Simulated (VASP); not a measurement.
# CrCd7Te8 (F-43m) in VASP: single point with PBEsol+U

Aim: the single point of CrCd7Te8 with PBEsol+U.

Everything below comes from runs of VASP 6.6.1. Logs are shortened: lines on timing, memory, paths and dates and some standing lists are left out, and cuts for length are marked.

## 1. The cell of the first run

The structure is cubic, space group F-43m (No. 216). The conventional cell has a = 12.960 Å, b = 12.960 Å, c = 12.960 Å, α = 90.00°, β = 90.00°, γ = 90.00°. Cr (site symmetry -43m) has 4 Te at 2.74 Å within 3.6 Å. Cd (site symmetry 2mm) has 4 Te at 2.82 Å within 3.7 Å. Cd (site symmetry -43m) has 4 Te at 2.81 Å within 3.7 Å. Te (site symmetry 3m) has 1 Cr at 2.74 Å and 3 Cd at 2.82 Å within 3.6 Å. Within 3.7 Å of Te (site symmetry 3m) lie 4 Cd at 2.81 to 2.82 Å.

## 2. Single point, PBEsol+U, collinear spin, ferromagnetic start

INCAR

```
SYSTEM = CrCd7Te8
ALGO = Normal ; EDIFF = 1E-7
ENCUT = 520 ; GGA = PS
ISIF = 2 ; ISMEAR = 0
ISPIN = 2 ; LASPH = .TRUE.
LCHARG = .FALSE. ; LDAU = .TRUE.
LDAUJ = 0 0 0 ; LDAUL = 2 -1 -1
LDAUPRINT = 1 ; LDAUTYPE = 2
LDAUU = 3 0 0 ; LMAXMIX = 4
LORBIT = 11 ; LREAL = Auto
LWAVE = .FALSE. ; MAGMOM = 4 0 0 0 0 0 0 0 0 0 0 0 0 0 0 0
NBANDS = 90 ; NELM = 150
PREC = Accurate ; SIGMA = 0.05
```

KPOINTS

```
k-points
0
G
  2 2 2
  0 0 0
```

POSCAR

```
CrCd7Te8
1.0
    0.0000000000      6.4800000000      6.4800000000
    6.4800000000      0.0000000000      6.4800000000
    6.4800000000      6.4800000000      0.0000000000
Cr Cd Te
1 7 8
Direct
    0.0000000000      0.0000000000      1.0000000000
    0.0016470154      0.0016470154      0.4983529846
    0.0016470154      0.4983529846      0.0016470154
    0.0016470154      0.4983529846      0.4983529846
    0.4983529846      0.0016470154      0.0016470154
    0.4983529846      0.0016470154      0.4983529846
    0.4983529846      0.4983529846      0.0016470154
    0.5000000000      0.5000000000      0.5000000000
    0.1222220879      0.1222220879      0.1222220879
    0.1222220879      0.1222220879      0.6333337362
    0.1222220879      0.6333337362      0.1222220879
    0.1247385481      0.6250871506      0.6250871506
    0.6333337362      0.1222220879      0.1222220879
    0.6250871506      0.1247385481      0.6250871506
    0.6250871506      0.6250871506      0.1247385481
    0.6250871506      0.6250871506      0.6250871506
```

Potentials or basis: VASP PAW PBE potentials, release 64 (Cr_pv, Cd, Te).

The run is started by

```console
cat potpaw_PBE.64/Cr_pv/POTCAR potpaw_PBE.64/Cd/POTCAR potpaw_PBE.64/Te/POTCAR > POTCAR
mpirun -np 1 vasp_std > vasp.out
```

OUTCAR:

```text
SYSTEM = CrCd7Te8
   EDIFF = 1E-7
   ENCUT = 520
   GGA = PS
   ISIF = 2
   ISMEAR = 0
   ISPIN = 2
   LASPH = .TRUE.
   LORBIT = 11
   LREAL = Auto
   NELM = 150
   PREC = Accurate

 ion  position               nearest neighbor table
   1  0.000  0.000  0.000-   9 2.74  10 2.74  11 2.74  13 2.74
   2  0.002  0.002  0.498-  10 2.82   9 2.82  12 2.82  14 2.82
   3  0.002  0.498  0.002-  11 2.82   9 2.82  12 2.82  15 2.82
   4  0.002  0.498  0.498-  10 2.82  11 2.82  12 2.82  16 2.82
   5  0.498  0.002  0.002-  13 2.82   9 2.82  14 2.82  15 2.82
   6  0.498  0.002  0.498-  10 2.82  13 2.82  14 2.82  16 2.82
[... 8 lines left out ...]
  15  0.625  0.625  0.125-   8 2.81   7 2.82   3 2.82   5 2.82
  16  0.625  0.625  0.625-   8 2.81   6 2.82   7 2.82   4 2.82

  LATTYP: Found a face centered cubic cell.
 ALAT       =    12.9600000000

  Lattice vectors:

 A1 = (   0.0000000000,   6.4800000000,   6.4800000000)
 A2 = (   6.4800000000,   0.0000000000,   6.4800000000)
 A3 = (   6.4800000000,   6.4800000000,   0.0000000000)

Analysis of symmetry for initial positions (statically):
=====================================================================
 Subroutine PRICEL returns:
 Original cell was already a primitive cell.

 Routine SETGRP: Setting up the symmetry group for a
 face centered cubic supercell.

 Subroutine GETGRP returns: Found 24 space group operations
 (whereof 24 operations were pure point group operations)
 out of a pool of 48 trial point group operations.

The static configuration has the point symmetry T_d .

Analysis of symmetry for dynamics (positions and initial velocities):
=====================================================================
 Subroutine PRICEL returns:
 Original cell was already a primitive cell.

 Routine SETGRP: Setting up the symmetry group for a
 face centered cubic supercell.

 Subroutine GETGRP returns: Found 24 space group operations
 (whereof 24 operations were pure point group operations)
 out of a pool of 48 trial point group operations.

The dynamic configuration has the point symmetry T_d .

Analysis of structural, dynamic, and magnetic symmetry:
=====================================================================
 Subroutine PRICEL returns:
 Original cell was already a primitive cell.

 Routine SETGRP: Setting up the symmetry group for a
 face centered cubic supercell.

 Subroutine GETGRP returns: Found 24 space group operations
 (whereof 24 operations were pure point group operations)
 out of a pool of 48 trial point group operations.

The overall configuration has the point symmetry T_d .

 Subroutine INISYM returns: Found 24 space group operations
 (whereof 24 operations are pure point group operations),
 and found     1 'primitive' translations

----------------------------------------------------------------------------------------

                                     Primitive cell

  volume of cell :     544.1956

  direct lattice vectors                    reciprocal lattice vectors
     0.000000000  6.480000000  6.480000000    -0.077160494  0.077160494  0.077160494
     6.480000000  0.000000000  6.480000000     0.077160494 -0.077160494  0.077160494
     6.480000000  6.480000000  0.000000000     0.077160494  0.077160494 -0.077160494

  length of vectors
     9.164103884  9.164103884  9.164103884     0.133645896  0.133645896  0.133645896

  position of ions in fractional coordinates (direct lattice)
     0.000000000  0.000000000  0.000000000
     0.001647015  0.001647015  0.498352985
     0.001647015  0.498352985  0.001647015
     0.001647015  0.498352985  0.498352985
     0.498352985  0.001647015  0.001647015
     0.498352985  0.001647015  0.498352985
[... 8 lines left out ...]
     0.625087151  0.625087151  0.124738548
     0.625087151  0.625087151  0.625087151

  ion indices of the primitive-cell ions
   primitive index   ion index
                 1           1
                 2           2
                 3           3
                 4           4
                 5           5
                 6           6
[... 8 lines left out ...]
                15          15
                16          16

----------------------------------------------------------------------------------------

 KPOINTS: k-points
[... 55 lines left out ...]
   TEBEG  =    0.0;   TEEND  =   0.0 temperature during run
   PSTRESS=    0.0 pullay stress
   NELECT =     144.0000    total number of electrons
   NUPDOWN=      -1.0000    fix difference up-down
   EMIN   =  10.00;   EMAX   =-10.00  energy-range for DOS
   EFERMI =   0.00;   METHOD = LEGACY
   ISMEAR =     0;   SIGMA  =   0.05  broadening in eV -4-tet -1-fermi 0-gaus
   EFERMI_NEDOS =   21; number of points for ismear=-14 and -15
   IALGO  =     38    algorithm
   IMIX   =      4    mixing-type and parameters
     AMIX     =   0.40;   BMIX     =  1.00
     AMIX_MAG =   1.60;   BMIX_MAG =  1.00
  volume/ion in A,a.u.               =      34.01       229.53
  Fermi-wavevector in a.u.,A,eV,Ry     =   1.051019  1.986138 15.029559  1.104641
  Thomas-Fermi vector in A             =   2.186046
   LORBIT       =     11    0 simple, 1 ext, 2 COOP (PROOUT), +10 PAW based schemes
 LDA+U is selected, type is set to LDAUTYPE =  2
   angular momentum for each species LDAUL =     2   -1   -1
   U (eV)           for each species LDAUU =   3.0  0.0  0.0
   J (eV)           for each species LDAUJ =   0.0  0.0  0.0
   GGA     = PS    functional components
   LHFCALC =     F    Hartree Fock is set to
   AEXX    =    0.0000 exact exchange contribution
   IVDW    =     0    specifies the selected vdW correction
   LEPSILON=     F    determine dielectric tensor
   LRPA    =     F    only Hartree local field effects (RPA)
 spin polarized calculation
 Gauss-broadening in eV      SIGMA  =   0.05
  energy-cutoff  :      520.00
  volume of cell :      544.20
 maximum number of plane-waves:     14649
 NGX is ok and might be reduce to    70
   NGX = 35   NGY = 35   NGZ = 35

atom =   1  type =  1  l = 2

 onsite density matrix

spin component  1

  0.7601 -0.0000  0.0000  0.0000  0.0000
 -0.0000  0.7601 -0.0000 -0.0000 -0.0000
  0.0000 -0.0000  0.8818 -0.0000 -0.0000
  0.0000 -0.0000 -0.0000  0.7601 -0.0000
  0.0000 -0.0000 -0.0000 -0.0000  0.8818

spin component  2

  0.0433  0.0000 -0.0000 -0.0000  0.0000
  0.0000  0.0433  0.0000  0.0000  0.0000
 -0.0000  0.0000  0.0104  0.0000 -0.0000
 -0.0000  0.0000  0.0000  0.0433  0.0000
  0.0000  0.0000 -0.0000  0.0000  0.0104

 occupancies and eigenvectors

  o =  0.0104  v =  0.0000  0.0000  0.0000  0.0000  0.0000  0.0000 -0.0000  0.3613  0.0000  0.9324      0.0000  0.0000  0.0000  0.0000  0.0000  0.0000  0.0000  0.0000  0.0000  0.0000
  o =  0.0104  v =  0.0000  0.0000  0.0000  0.0000  0.0000  0.0000  0.0000 -0.9324 -0.0000  0.3613      0.0000  0.0000  0.0000  0.0000  0.0000  0.0000  0.0000  0.0000  0.0000  0.0000
  o =  0.0433  v =  0.0000  0.0000  0.0000  0.0000  0.0000  0.0000 -0.9974 -0.0000  0.0720 -0.0000      0.0000  0.0000  0.0000  0.0000  0.0000  0.0000  0.0000  0.0000  0.0000  0.0000
  o =  0.0433  v =  0.0000  0.0000  0.0000  0.0000  0.0000  1.0000  0.0000  0.0000  0.0000  0.0000      0.0000  0.0000  0.0000  0.0000  0.0000  0.0000  0.0000  0.0000  0.0000  0.0000
  o =  0.0433  v =  0.0000  0.0000  0.0000  0.0000  0.0000  0.0000 -0.0720 -0.0000 -0.9974 -0.0000      0.0000  0.0000  0.0000  0.0000  0.0000  0.0000  0.0000  0.0000  0.0000  0.0000
  o =  0.7601  v =  0.0000 -0.2557  0.0000  0.9668  0.0000  0.0000  0.0000  0.0000  0.0000  0.0000      0.0000  0.0000  0.0000  0.0000  0.0000  0.0000  0.0000  0.0000  0.0000  0.0000
  o =  0.7601  v =  1.0000  0.0000  0.0000  0.0000  0.0000  0.0000  0.0000  0.0000  0.0000  0.0000      0.0000  0.0000  0.0000  0.0000  0.0000  0.0000  0.0000  0.0000  0.0000  0.0000
  o =  0.7601  v =  0.0000 -0.9668  0.0000 -0.2557  0.0000  0.0000  0.0000  0.0000  0.0000  0.0000      0.0000  0.0000  0.0000  0.0000  0.0000  0.0000  0.0000  0.0000  0.0000  0.0000
  o =  0.8818  v =  0.0000  0.0000 -0.0000 -0.0000  1.0000  0.0000  0.0000  0.0000  0.0000  0.0000      0.0000  0.0000  0.0000  0.0000  0.0000  0.0000  0.0000  0.0000  0.0000  0.0000
  o =  0.8818  v =  0.0000 -0.0000 -1.0000  0.0000 -0.0000  0.0000  0.0000  0.0000  0.0000  0.0000      0.0000  0.0000  0.0000  0.0000  0.0000  0.0000  0.0000  0.0000  0.0000  0.0000

 number of electron     143.9999999 magnetization       4.0000065

 Free energy of the ion-electron system (eV)
  ---------------------------------------------------
  ext. energy  EPLUGINS =         0.00000000
  ---------------------------------------------------
  free energy    TOTEN  =       -49.31863204 eV

  energy without entropy =      -49.30522547  energy(sigma->0) =      -49.31192875

 E-fermi :   2.7037     XC(G=0):  -8.7392

 val. band max:        2.4561445580   @ k =   0.5000   0.5000   0.0000
 cond. band min:       2.7149294534   @ k =   0.5000   0.0000   0.0000
 fundamental gap:      0.2587848954
 Fermi energy:         2.7036641441

 spin component 1

 k-point     1 :       0.0000    0.0000    0.0000
  band No.  band energies     occupation
      1     -40.5504      1.00000
      2     -40.5504      1.00000
      3     -40.5504      1.00000
      4      -8.8338      1.00000
      5      -8.4302      1.00000
      6      -8.4177      1.00000
[... 250 lines left out ...]
     83       5.8960      0.00000
     84       6.4801      0.00000
 Fermi energy:         2.7036641441

 spin component 2

 k-point     1 :       0.0000    0.0000    0.0000
  band No.  band energies     occupation
      1     -36.6861      1.00000
      2     -36.6861      1.00000
      3     -36.6861      1.00000
      4      -8.8502      1.00000
      5      -8.4480      1.00000
      6      -8.4352      1.00000
[... 250 lines left out ...]
     83       6.5156      0.00000
     84       6.9461      0.00000
 [bands above 84 left out]

------------------------ aborting loop because EDIFF is reached ----------------------------------------

  FORCE on cell =-STRESS in cart. coord.  units (eV):
  Direction    XX          YY          ZZ          XY          YZ          ZX
  --------------------------------------------------------------------------------------
  -------------------------------------------------------------------------------------
  Total       -0.2521239     -0.2521239     -0.2521239      0.0000000      0.0000000      0.0000000
  in kB       -0.7422830     -0.7422830     -0.7422830      0.0000000      0.0000000      0.0000000
  external PRESSURE =      -0.7422830 kB  Pullay stress =       0.0000000 kB

 VOLUME and BASIS-vectors are now :
 -----------------------------------------------------------------------------
  energy-cutoff  :      520.00
  volume of cell :      544.20
      direct lattice vectors                 reciprocal lattice vectors
     0.000000000  6.480000000  6.480000000    -0.077160494  0.077160494  0.077160494
     6.480000000  0.000000000  6.480000000     0.077160494 -0.077160494  0.077160494
     6.480000000  6.480000000  0.000000000     0.077160494  0.077160494 -0.077160494

 POSITION                                       TOTAL-FORCE (eV/Angst)
 -----------------------------------------------------------------------------------
      0.00000      0.00000      0.00000         0.000000     -0.000000     -0.000000
      3.24000      3.24000      0.02135         0.000000     -0.000000     -0.006063
      3.24000      0.02135      3.24000         0.000000     -0.006063     -0.000000
      6.45865      3.24000      3.24000         0.006063     -0.000000     -0.000000
      0.02135      3.24000      3.24000        -0.006063     -0.000000     -0.000000
      3.24000      6.45865      3.24000         0.000000      0.006063     -0.000000
[... 8 lines left out ...]
      4.85887      4.85887      8.10113        -0.011912     -0.011912      0.011912
      8.10113      8.10113      8.10113         0.011912      0.011912      0.011912
 -----------------------------------------------------------------------------------
    total drift:                               -0.000001     -0.000001     -0.000001

  FREE ENERGIE OF THE ION-ELECTRON SYSTEM (eV)
  ---------------------------------------------------
  free  energy   TOTEN  =       -49.3186320429 eV

  energy  without entropy=      -49.3052254665  energy(sigma->0) =      -49.31192875

 total charge

# of ion       s       p       d       tot
------------------------------------------
    1        0.227   6.155   4.174  10.556
    2        0.468   0.314   9.527  10.310
    3        0.468   0.314   9.527  10.310
    4        0.468   0.314   9.527  10.310
    5        0.468   0.314   9.527  10.310
    6        0.468   0.314   9.527  10.310
[... 8 lines left out ...]
   15        1.347   2.055   0.020   3.422
   16        1.347   2.055   0.020   3.422
--------------------------------------------------
tot         14.288  24.783  71.039 110.110

 magnetization (x)

# of ion       s       p       d       tot
------------------------------------------
    1        0.039   0.035   3.879   3.953
    2        0.006   0.001  -0.003   0.004
    3        0.006   0.001  -0.003   0.004
    4        0.006   0.001  -0.003   0.004
    5        0.006   0.001  -0.003   0.004
    6        0.006   0.001  -0.003   0.004
[... 8 lines left out ...]
   15        0.000  -0.007   0.000  -0.007
   16        0.000  -0.007   0.000  -0.007
--------------------------------------------------
tot          0.067  -0.309   3.884   3.642
```

It took 21 min on 1 thread of Intel Xeon 8259CL, shared host; peak memory 1.1 GiB.

Results:

* Free energy: -49.3186 eV
* Pressure: -0.1 GPa
* Largest force: 0.056 eV/Å
* Band gap on the k mesh: zero (filled and empty bands overlap)
* Net moment: 4.00 μB per cell
* Site moments: Cr +3.95; Cd +0.00, -0.00 (each value once); Te -0.08, -0.01 (each value once) μB
* Valence electrons inside the program's atomic spheres: Cr 10.56; Cd 10.31, 10.32 (each value once); Te 3.42

Forces in eV/Å, atoms in the order of the input:
```
Cr   0.000  0.000  0.000
Cd   0.000  0.000 -0.006
Cd   0.000 -0.006  0.000
Cd   0.006  0.000  0.000
Cd  -0.006  0.000  0.000
Cd   0.000  0.006  0.000
Cd   0.000  0.000  0.006
Cd   0.000  0.000  0.000
Te  -0.032 -0.032 -0.032
Te   0.032  0.032 -0.032
Te   0.032 -0.032  0.032
Te   0.012 -0.012 -0.012
Te  -0.032  0.032  0.032
Te  -0.012  0.012 -0.012
Te  -0.012 -0.012  0.012
Te   0.012  0.012  0.012
```

Eigenvalues of the final occupation matrices:
```csv
site,spin,trace,eigenvalues
site 1 d,1,4.04,0.76 0.76 0.76 0.88 0.88
site 1 d,2,0.15,0.01 0.01 0.04 0.04 0.04
```

Caveat: the k points lie up to 0.42 Å⁻¹ apart; the PAW data sets were made with another functional, which shifts forces and pressure a little; spin-orbit coupling is left out, which moves the levels of the heavy elements; a cell with one magnetic atom can't hold antiferromagnetic order, which such compounds often take; the U is typed as a test and isn't derived for this compound.
